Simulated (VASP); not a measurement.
# SrMg (Pm-3m) in VASP: a series of runs

The runs below take SrMg through single point, relaxation of cell and atoms, with LDA.

Everything below comes from runs of VASP 6.6.1. Logs are shortened: lines on timing, memory, paths and dates and some standing lists are left out, and cuts for length are marked.

### Step 1. The cell of the first run

Symmetry: Pm-3m, No. 221, cubic system. The conventional cell has a = 4.053 Å, b = 4.053 Å, c = 4.053 Å, α = 90.00°, β = 90.00°, γ = 90.00°. Sr (site symmetry m-3m) has 8 Mg at 3.51 Å and 6 Sr at 4.05 Å within 4.6 Å. Mg (site symmetry m-3m) has 8 Sr at 3.51 Å and 6 Mg at 4.05 Å within 4.6 Å.

### Step 2. Single point, LDA

Contents of INCAR:

```
ALGO = Normal ; EDIFF = 1E-6
ENCUT = 520 ; ISIF = 2
ISMEAR = 1 ; LASPH = True
LCHARG = False ; LREAL = False
LWAVE = False ; NBANDS = 13
NELM = 100 ; PREC = Accurate
SIGMA = 0.05
```

Contents of KPOINTS:

```
k-points
0
Gamma
  5 5 5
```

Contents of POSCAR:

```
SrMg
1.0
    4.0531255043      0.0000000000      0.0000000000
    0.0000000000      4.0531255043      0.0000000000
    0.0000000000      0.0000000000      4.0531255043
Sr Mg
1 1
Direct
    0.0000000000      0.0000000000      0.0000000000
    0.5000000000      0.5000000000      0.5000000000
```

Potentials or basis: VASP PAW LDA potentials, release 64 (Sr_sv, Mg).

Command:

```sh
cat potpaw_LDA.64/Sr_sv/POTCAR potpaw_LDA.64/Mg/POTCAR > POTCAR
mpirun -np 1 vasp_std > vasp.out
```

OUTCAR:

```text
EDIFF = 1E-6
   ENCUT = 520
   ISIF = 2
   ISMEAR = 1
   LASPH = True
   LREAL = False
   NELM = 100
   PREC = Accurate

 ion  position               nearest neighbor table
   1  0.000  0.000  0.000-   2 3.51   2 3.51   2 3.51   2 3.51   2 3.51   2 3.51   2 3.51   2 3.51

   2  0.500  0.500  0.500-   1 3.51   1 3.51   1 3.51   1 3.51   1 3.51   1 3.51   1 3.51   1 3.51

  LATTYP: Found a simple cubic cell.
 ALAT       =     4.0531255043

  Lattice vectors:

 A1 = (   4.0531255043,   0.0000000000,   0.0000000000)
 A2 = (   0.0000000000,   4.0531255043,   0.0000000000)
 A3 = (   0.0000000000,   0.0000000000,   4.0531255043)

Analysis of symmetry for initial positions (statically):
=====================================================================
 Subroutine PRICEL returns:
 Original cell was already a primitive cell.

 Routine SETGRP: Setting up the symmetry group for a
 simple cubic supercell.

 Subroutine GETGRP returns: Found 48 space group operations
 (whereof 48 operations were pure point group operations)
 out of a pool of 48 trial point group operations.

The static configuration has the point symmetry O_h .

Analysis of symmetry for dynamics (positions and initial velocities):
=====================================================================
 Subroutine PRICEL returns:
 Original cell was already a primitive cell.

 Routine SETGRP: Setting up the symmetry group for a
 simple cubic supercell.

 Subroutine GETGRP returns: Found 48 space group operations
 (whereof 48 operations were pure point group operations)
 out of a pool of 48 trial point group operations.

The dynamic configuration has the point symmetry O_h .

 Subroutine INISYM returns: Found 48 space group operations
 (whereof 48 operations are pure point group operations),
 and found     1 'primitive' translations

----------------------------------------------------------------------------------------

                                     Primitive cell

  volume of cell :      66.5840

  direct lattice vectors                    reciprocal lattice vectors
     4.053125504  0.000000000  0.000000000     0.246723177  0.000000000  0.000000000
     0.000000000  4.053125504  0.000000000     0.000000000  0.246723177  0.000000000
     0.000000000  0.000000000  4.053125504     0.000000000  0.000000000  0.246723177

  length of vectors
     4.053125504  4.053125504  4.053125504     0.246723177  0.246723177  0.246723177

  position of ions in fractional coordinates (direct lattice)
     0.000000000  0.000000000  0.000000000
     0.500000000  0.500000000  0.500000000

  ion indices of the primitive-cell ions
   primitive index   ion index
                 1           1
                 2           2

----------------------------------------------------------------------------------------

 KPOINTS: k-points

Automatic generation of k-mesh.
 Grid dimensions read from file:
 generate k-points for:    5    5    5

 Generating k-lattice:

  Cartesian coordinates                     Fractional coordinates (reciprocal lattice)
     0.049344635  0.000000000  0.000000000     0.200000000  0.000000000  0.000000000
     0.000000000  0.049344635  0.000000000     0.000000000  0.200000000  0.000000000
     0.000000000  0.000000000  0.049344635     0.000000000  0.000000000  0.200000000

  Length of vectors
     0.049344635  0.049344635  0.049344635

  Shift w.r.t. Gamma in fractional coordinates (k-lattice)
     0.000000000  0.000000000  0.000000000

 Subroutine IBZKPT returns following result:
 ===========================================

 Found     10 irreducible k-points:

 Following reciprocal coordinates:
            Coordinates               Weight
  0.000000  0.000000  0.000000      1.000000
  0.200000  0.000000  0.000000      6.000000
  0.400000  0.000000  0.000000      6.000000
  0.200000  0.200000  0.000000     12.000000
  0.400000  0.200000  0.000000     24.000000
  0.400000  0.400000  0.000000     12.000000
  0.200000  0.200000  0.200000      8.000000
  0.400000  0.200000  0.200000     24.000000
  0.400000  0.400000  0.200000     24.000000
  0.400000  0.400000  0.400000      8.000000
   k-points           NKPTS =     10   k-points in BZ     NKDIM =     10   number of bands    NBANDS=     13
   number of dos      NEDOS =    301   number of ions     NIONS =      2
   total plane-waves  NPLWV =  27000
   dimension x,y,z NGX =    30 NGY =   30 NGZ =   30
   dimension x,y,z NGXF=    60 NGYF=   60 NGZF=   60
   ions per type =               1   1
   NGX,Y,Z   is equivalent  to a cutoff of  12.31, 12.31, 12.31 a.u.
   NGXF,Y,Z  is equivalent  to a cutoff of  24.61, 24.61, 24.61 a.u.
 SYSTEM =  unknown system
   PREC   = accura    normal or accurate (medium, high low for compatibility)
   ISTART =      0    job   : 0-new  1-cont  2-samecut
   ICHARG =      2    charge: 1-file 2-atom 10-const
   ISPIN  =      1    spin polarized calculation?
   LNONCOLLINEAR =      F non collinear calculations
   LSORBIT =      F    spin-orbit coupling
   LASPH  =      T    aspherical Exc in radial PAW
   ENCUT  =  520.0 eV  38.22 Ry    6.18 a.u.   7.54  7.54  7.54*2*pi/ulx,y,z
   NELM   =    100;   NELMIN=  2; NELMDL= -5     # of ELM steps
   EDIFF  = 0.1E-05   stopping-criterion for ELM
   LREAL  =      F    real-space projection
   EDIFFG = 0.1E-04   stopping-criterion for IOM
   NSW    =      0    number of steps for IOM
   IBRION =     -1    ionic relax: 0-MD 1-quasi-New 2-CG
   NFREE  =      0    steps in history (QN), initial steepest desc. (CG)
   ISIF   =      2    stress and relaxation
   ISYM   =      2    0-nonsym 1-usesym 2-fastsym
   POTIM  = 0.5000    time-step for ionic-motion
   TEBEG  =    0.0;   TEEND  =   0.0 temperature during run
   PSTRESS=    0.0 pullay stress
   NELECT =      12.0000    total number of electrons
   NUPDOWN=      -1.0000    fix difference up-down
   EMIN   =  10.00;   EMAX   =-10.00  energy-range for DOS
   EFERMI =   0.00;   METHOD = LEGACY
   ISMEAR =     1;   SIGMA  =   0.05  broadening in eV -4-tet -1-fermi 0-gaus
   EFERMI_NEDOS =   21; number of points for ismear=-14 and -15
   IALGO  =     38    algorithm
   IMIX   =      4    mixing-type and parameters
     AMIX     =   0.40;   BMIX     =  1.00
     AMIX_MAG =   1.60;   BMIX_MAG =  1.00
  volume/ion in A,a.u.               =      33.29       224.67
  Fermi-wavevector in a.u.,A,eV,Ry     =   0.924723  1.747474 11.634524  0.855113
  Thomas-Fermi vector in A             =   2.050500
   LORBIT       =      0    0 simple, 1 ext, 2 COOP (PROOUT), +10 PAW based schemes
   GGA     = CA    functional components
   LHFCALC =     F    Hartree Fock is set to
   AEXX    =    0.0000 exact exchange contribution
   IVDW    =     0    specifies the selected vdW correction
   LEPSILON=     F    determine dielectric tensor
   LRPA    =     F    only Hartree local field effects (RPA)
 non-spin polarized calculation
 Methfessel and Paxton  Order N= 1 SIGMA  =   0.05
  energy-cutoff  :      520.00
  volume of cell :       66.58
 maximum number of plane-waves:      1812
 NGX is ok and might be reduce to    30
   NGX = 15   NGY = 15   NGZ = 15

 number of electron      11.9999999 magnetization

 Free energy of the ion-electron system (eV)
  ---------------------------------------------------
  ext. energy  EPLUGINS =         0.00000000
  ---------------------------------------------------
  free energy    TOTEN  =        -3.93956668 eV

  energy without entropy =       -3.93785909  energy(sigma->0) =       -3.93899749

 E-fermi :   2.0223     XC(G=0):  -8.4559

 val. band max:        2.0037374412   @ k =   0.4000   0.4000   0.2000
 cond. band min:       2.2285541536   @ k =   0.4000   0.4000   0.0000
 fundamental gap:      0.2248167124
 Fermi energy:         2.0223152521

 k-point     1 :       0.0000    0.0000    0.0000
  band No.  band energies     occupation
      1     -33.5453      2.00000
      2     -15.5994      2.00000
      3     -15.5994      2.00000
      4     -15.5994      2.00000
      5      -2.8993      2.00000
      6       2.8319     -0.00000
      7       2.8319     -0.00000
      8       6.0929      0.00000
      9       6.0929      0.00000
     10       6.0929      0.00000
     11       6.7883      0.00000
     12       6.7883      0.00000
     13       6.7883      0.00000

 k-point     2 :       0.2000    0.0000    0.0000
  band No.  band energies     occupation
      1     -33.5417      2.00000
      2     -15.6718      2.00000
      3     -15.5930      2.00000
      4     -15.5930      2.00000
      5      -2.4564      2.00000
      6       2.2783     -0.00000
      7       3.0763      0.00000
      8       5.1485      0.00000
      9       5.1485      0.00000
     10       5.8211      0.00000
     11       6.9058      0.00000
     12       7.8633      0.00000
     13       7.8633      0.00000

 k-point     3 :       0.4000    0.0000    0.0000
  band No.  band energies     occupation
      1     -33.5358      2.00000
      2     -15.7856      2.00000
      3     -15.5826      2.00000
      4     -15.5826      2.00000
      5      -1.2465      2.00000
      6       0.5319      2.00000
      7       3.6063      0.00000
      8       4.4238      0.00000
      9       4.4238      0.00000
     10       7.1167      0.00000
     11       7.2633      0.00000
     12       7.5929      0.00000
     13       9.1270      0.00000

 k-point     4 :       0.2000    0.2000    0.0000
  band No.  band energies     occupation
      1     -33.5381      2.00000
      2     -15.6672      2.00000
      3     -15.6604      2.00000
      4     -15.5867      2.00000
      5      -2.0421      2.00000
      6       2.5179     -0.00000
      7       2.5456     -0.00000
      8       4.3462      0.00000
      9       5.0814      0.00000
     10       6.1238      0.00000
     11       6.7457      0.00000
     12       7.0765      0.00000
     13       9.0526      0.00000

 k-point     5 :       0.4000    0.2000    0.0000
  band No.  band energies     occupation
      1     -33.5322      2.00000
      2     -15.7754      2.00000
      3     -15.6508      2.00000
      4     -15.5764      2.00000
      5      -0.9431      2.00000
      6       0.8328      2.00000
      7       3.1332      0.00000
      8       4.0166      0.00000
      9       4.6444      0.00000
     10       6.1169      0.00000
     11       7.4485      0.00000
     12       7.7073      0.00000
     13       8.9439      0.00000

 k-point     6 :       0.4000    0.4000    0.0000
  band No.  band energies     occupation
      1     -33.5265      2.00000
      2     -15.7598      2.00000
      3     -15.7573      2.00000
      4     -15.5663      2.00000
      5      -0.3493      2.00000
      6       1.4784      2.00000
      7       2.2286     -0.00000
      8       3.4130      0.00000
      9       5.0739      0.00000
     10       5.3125      0.00000
     11       7.7157      0.00000
     12       7.8685      0.00000
     13       8.7362      0.00000

 k-point     7 :       0.2000    0.2000    0.2000
  band No.  band energies     occupation
      1     -33.5345      2.00000
      2     -15.6622      2.00000
      3     -15.6530      2.00000
      4     -15.6530      2.00000
      5      -1.6567      2.00000
      6       2.6458     -0.00000
      7       2.6458     -0.00000
      8       3.5326      0.00000
      9       4.9855      0.00000
     10       4.9855      0.00000
     11       8.0754      0.00000
     12       8.0754      0.00000
     13       8.1726      0.00000

 k-point     8 :       0.4000    0.2000    0.2000
  band No.  band energies     occupation
      1     -33.5287      2.00000
      2     -15.7656      2.00000
      3     -15.6460      2.00000
      4     -15.6410      2.00000
      5      -0.6617      2.00000
      6       1.1668      2.00000
      7       2.8034     -0.00000
      8       4.2228      0.00000
      9       4.2409      0.00000
     10       5.1569      0.00000
     11       7.6845      0.00000
     12       8.0498      0.00000
     13       9.3614      0.00000

 k-point     9 :       0.4000    0.4000    0.2000
  band No.  band energies     occupation
      1     -33.5230      2.00000
      2     -15.7507      2.00000
      3     -15.7484      2.00000
      4     -15.6316      2.00000
      5      -0.0601      2.00000
      6       1.7277      2.00000
      7       2.0037      1.58333
      8       3.5773      0.00000
      9       4.7474      0.00000
     10       5.2241      0.00000
     11       6.2724      0.00000
     12       8.2292      0.00000
     13       8.4645      0.00000

 k-point    10 :       0.4000    0.4000    0.4000
  band No.  band energies     occupation
      1     -33.5173      2.00000
      2     -15.7368      2.00000
      3     -15.7340      2.00000
      4     -15.7340      2.00000
      5       0.6455      2.00000
      6       1.6591      2.00000
      7       1.6591      2.00000
      8       3.8394      0.00000
      9       4.8088      0.00000
     10       5.2045      0.00000
     11       5.2045      0.00000
     12       8.6921      0.00000
     13       8.6921      0.00000

------------------------ aborting loop because EDIFF is reached ----------------------------------------

  FORCE on cell =-STRESS in cart. coord.  units (eV):
  Direction    XX          YY          ZZ          XY          YZ          ZX
  --------------------------------------------------------------------------------------
  -------------------------------------------------------------------------------------
  Total       -0.0742658     -0.0742658     -0.0742658      0.0000000      0.0000000     -0.0000000
  in kB       -1.7870203     -1.7870203     -1.7870203      0.0000000      0.0000000     -0.0000000
  external PRESSURE =      -1.7870203 kB  Pullay stress =       0.0000000 kB

 VOLUME and BASIS-vectors are now :
 -----------------------------------------------------------------------------
  energy-cutoff  :      520.00
  volume of cell :       66.58
      direct lattice vectors                 reciprocal lattice vectors
     4.053125504  0.000000000  0.000000000     0.246723177  0.000000000  0.000000000
     0.000000000  4.053125504  0.000000000     0.000000000  0.246723177  0.000000000
     0.000000000  0.000000000  4.053125504     0.000000000  0.000000000  0.246723177

 POSITION                                       TOTAL-FORCE (eV/Angst)
 -----------------------------------------------------------------------------------
      0.00000      0.00000      0.00000         0.000000      0.000000      0.000000
      2.02656      2.02656      2.02656         0.000000      0.000000      0.000000
 -----------------------------------------------------------------------------------
    total drift:                                0.000000     -0.000000     -0.000000

  FREE ENERGIE OF THE ION-ELECTRON SYSTEM (eV)
  ---------------------------------------------------
  free  energy   TOTEN  =        -3.9395666843 eV

  energy  without entropy=       -3.9378590948  energy(sigma->0) =       -3.93899749
```

Run time: 3.3 s. Hardware: 1 thread of Intel Xeon 6975P-C (Granite Rapids), shared host; peak memory 0.14 GiB.

Results:

| Property | Result |
| --- | --- |
| Free energy | -3.9396 eV |
| Pressure | -0.2 GPa |
| Band gap on the k mesh | zero (band 6 reaches 2.83 eV, above the bottom of band 7 at 1.66 eV) |

Levels at points of the mesh, in eV from the Fermi level:
| k point | band 2 | band 3 | band 4 | band 5 | band 6 | band 7 | band 8 | band 9 | band 10 | band 11 |
| --- | --- | --- | --- | --- | --- | --- | --- | --- | --- | --- |
| (0.00, 0.00, 0.00) | -17.62 | -17.62 | -17.62 | -4.92 | 0.81 | 0.81 | 4.07 | 4.07 | 4.07 | 4.77 |

### Step 3. Single point, LDA

This run uses another cell than the first one, of 32.63 Å³/atom, 0.980 times its volume.

Contents of INCAR:

```
PREC     = Accurate       # precision mode
ENCUT    = 520            # plane-wave cutoff, eV
EDIFF    = 1E-7           # SCF threshold, eV
ISMEAR   = 1              # smearing method
SIGMA    = 0.05           # smearing width, eV
LREAL    = False          # projectors in reciprocal space
LASPH    = True           # aspherical terms in the spheres
NELM     = 100            # most SCF steps
ALGO     = Normal         # electronic algorithm
ISIF     = 2              # what is computed and relaxed
LWAVE    = False          # write WAVECAR
LCHARG   = False          # write CHGCAR
NBANDS   = 13             # bands
```

Contents of KPOINTS:

```
regular mesh
0
Gamma
  6 6 6
```

Contents of POSCAR:

```
SrMg
1.0
    4.0259225001      0.0000000000      0.0000000000
    0.0000000000      4.0259225001      0.0000000000
    0.0000000000      0.0000000000      4.0259225001
Sr Mg
1 1
Direct
    0.0000000000      0.0000000000      0.0000000000
    0.5000000000      0.5000000000      0.5000000000
```

Potentials or basis: VASP PAW LDA potentials, release 64 (Sr_sv, Mg).

Command:

```sh
cat potpaw_LDA.64/Sr_sv/POTCAR potpaw_LDA.64/Mg/POTCAR > POTCAR
mpirun -np 1 vasp_std > vasp.out
```

It took 5.2 s on 1 thread of Intel Xeon 6975P-C (Granite Rapids), shared host; peak memory 0.15 GiB.

Results (log left out):

```yaml
Free_energy: -3.9146 eV
Pressure: 0.3 GPa
Band_gap_on_the_k_mesh: zero (band 6 reaches 2.90 eV, above the bottom of band 7 at 1.50 eV)
```

Levels at points of the mesh, in eV from the Fermi level:
| k point | band 2 | band 3 | band 4 | band 5 | band 6 | band 7 | band 8 | band 9 | band 10 | band 11 |
| --- | --- | --- | --- | --- | --- | --- | --- | --- | --- | --- |
| (0.00, 0.00, 0.00) | -17.55 | -17.55 | -17.55 | -4.96 | 0.81 | 0.81 | 4.16 | 4.16 | 4.16 | 4.85 |
| (0.50, 0.00, 0.00) | -17.77 | -17.53 | -17.53 | -2.57 | -2.28 | 1.72 | 2.34 | 2.34 | 5.23 | 5.33 |
| (0.50, 0.50, 0.00) | -17.74 | -17.74 | -17.51 | -2.21 | 0.19 | 0.19 | 0.41 | 3.22 | 3.22 | 6.32 |
| (0.50, 0.50, 0.50) | -17.71 | -17.71 | -17.71 | -0.60 | -0.60 | -0.60 | 0.90 | 3.60 | 3.60 | 3.60 |

### Step 4. Single point, LDA

Contents of INCAR:

```
  ALGO = Normal
  EDIFF = 1E-6
  ENCUT = 520
  ISIF = 2
  ISMEAR = 1
  LASPH = True
  LCHARG = True
  LELF = True
  LREAL = False
  LVHAR = True
  LWAVE = False
  NBANDS = 13
  NELM = 60
  PREC = Accurate
  SIGMA = 0.05
```

Contents of KPOINTS:

```
k-points
0
Gamma
  6 6 6
```

Contents of POSCAR:

```
SrMg
1.0
    4.0531255043      0.0000000000      0.0000000000
    0.0000000000      4.0531255043      0.0000000000
    0.0000000000      0.0000000000      4.0531255043
Sr Mg
1 1
Direct
    0.0000000000      0.0000000000      0.0000000000
    0.5000000000      0.5000000000      0.5000000000
```

Command:

```sh
cat potpaw_LDA.64/Sr_sv/POTCAR potpaw_LDA.64/Mg/POTCAR > POTCAR
mpirun -np 1 vasp_std > vasp.out
```

It took 5.6 s on 1 thread of Intel Xeon 6975P-C (Granite Rapids), shared host; peak memory 0.15 GiB.

The run converged. Its results:

- Free energy: -3.9147 eV
- Pressure: -0.2 GPa
- Band gap on the k mesh: zero (band 6 reaches 2.84 eV, above the bottom of band 7 at 1.44 eV)

Levels at points of the mesh, in eV from the Fermi level:
```
           k point  band 4  band 5  band 6  band 7  band 8  band 9
(0.00, 0.00, 0.00)  -17.60   -4.92    0.82    0.82    4.07    4.07
(0.50, 0.00, 0.00)  -17.58   -2.58   -2.27    1.72    2.31    2.31
(0.50, 0.50, 0.00)  -17.56   -2.19    0.16    0.16    0.39    3.18
(0.50, 0.50, 0.50)  -17.75   -0.57   -0.57   -0.57    0.83    3.52
```

(Continued in part 2 of 2.)
